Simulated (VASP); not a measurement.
Ni:

```
CELL_PARAMETERS angstrom
0.00000 3.51600 3.51600
1.75800 0.00000 1.75800
1.75800 1.75800 0.00000
ATOMIC_POSITIONS crystal
Ni 0.00000 0.00000 0.00000
Ni 0.50000 0.00000 0.00000
```

Base run:

```yaml
Program: VASP 6.6.1
Functional: PBE
Potentials_or_basis: VASP PAW PBE potentials, release 64 (Ni)
Cutoff: 520 eV
k_mesh: 7 × 14 × 14
Occupations: fermi-dirac, width 0.1 eV
Spin: collinear spin, ferromagnetic start
Starting_moments: "[0.8, 0.8] μB"
```

Its results: pressure 0.6 GPa.

After a change of settings the same cell gave: pressure -0.2 GPa. Which change was it?
A. spin from collinear spin, ferromagnetic start to no spin polarisation; further incar settings from ALGO = Normal; EDIFF = 1e-06; NBANDS = 21 to ALGO = Normal; EDIFF = 1e-06; NBANDS = 17
B. further incar settings from ALGO = Normal; EDIFF = 1e-06; NBANDS = 21 to ALGO = Normal; EDIFF = 1e-07; NBANDS = 21; moments at the start from [0.8, 0.8] to [2.0, 2.0]
C. moments at the start from [0.8, 0.8] to [2.0, 2.0]

A.
